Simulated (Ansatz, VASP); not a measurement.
**Two plane-wave programs on Mg**

```
Mg
1.0
     3.14841    0.00000    0.00000
    -1.57421    2.72661    0.00000
     0.00000    0.00000    5.05173
Mg
2
Direct
  0.33333 0.66667 0.25000
  0.66667 0.33333 0.75000
```

Alike in both runs: functional PBE; dispersion D3(BJ); k mesh 18 × 18 × 8; occupations gaussian, width 0.1 eV; no spin polarisation.

Ansatz relaxed the structure, and its values are those at the end. VASP's run is a single point on that final structure, the one shown.

|  | VASP | Ansatz |
| --- | --- | --- |
| version | VASP 6.6.1 | Ansatz 0.2.0 |
| potentials or method | VASP PAW PBE potentials, release 64 (Mg), cutoff 520 eV | scalar-relativistic, plane waves, PAW |
| valence electrons in the cell | 4 | 20 |

|  | VASP | Ansatz | Ansatz less VASP |
| --- | --- | --- | --- |
| gap on the k mesh at the Fermi level (eV) | none | none | - |
| pressure (GPa) | -0.1 | 0.0 | +0.12 |

A gap of «none» marks a metal or a gap that the smearing closes. VASP's potentials hold 4 valence electrons a cell and Ansatz's 20, so a difference there can come from the potentials and not from the codes.
